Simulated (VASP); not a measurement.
SrO:

```
CELL_PARAMETERS angstrom
0.00000 2.56630 2.56630
2.56630 0.00000 2.56630
2.56630 2.56630 0.00000
ATOMIC_POSITIONS crystal
Sr 0.50000 0.50000 0.50000
O 0.00000 0.00000 0.00000
```

```yaml
Program: VASP 6.6.1
Task: relaxation of cell and atoms
Functional: PBEsol
Dispersion: D3(BJ)
Potentials_or_basis: VASP PAW PBE potentials, release 64 (Sr_sv, O)
Cutoff: 600 eV
k_mesh: 9 × 9 × 9
Occupations: fermi-dirac, width 0.05 eV
Spin: no spin polarisation
```

At the start: pressure -2.6 GPa; volume 16.90 Å³/atom.

Question: Where does the relaxation end?

Answer: Over 3 steps the energy falls by 3.8 meV/atom and the volume is 16.45 Å³/atom (-2.7 %); space group Fm-3m (No. 225, to 0.05 Å).

The path:
| step | energy change (eV) | largest force (eV/Å) | pressure (GPa) | volume (Å³) |
| --- | --- | --- | --- | --- |
| 1 | 0.0000 | 0.0000 | -2.58 | 33.80 |
| 2 | -0.0060 | 0.0000 | 1.27 | 32.49 |
| 3 | -0.0075 | 0.0000 | 0.00 | 32.89 |

Final structure:
```cif
data_structure
_symmetry_space_group_name_H-M 'P 1'
_symmetry_Int_Tables_number 1
_cell_length_a 3.5963
_cell_length_b 3.5963
_cell_length_c 3.5963
_cell_angle_alpha 60.000
_cell_angle_beta 60.000
_cell_angle_gamma 60.000
_cell_volume 32.89
loop_
_atom_site_label
_atom_site_type_symbol
_atom_site_fract_x
_atom_site_fract_y
_atom_site_fract_z
_atom_site_occupancy
Sr1 Sr 0.50000 0.50000 0.50000 1
O1 O 0.00000 0.00000 0.00000 1
```

Caveat: the PAW data sets were made with another functional, which shifts forces and pressure a little.
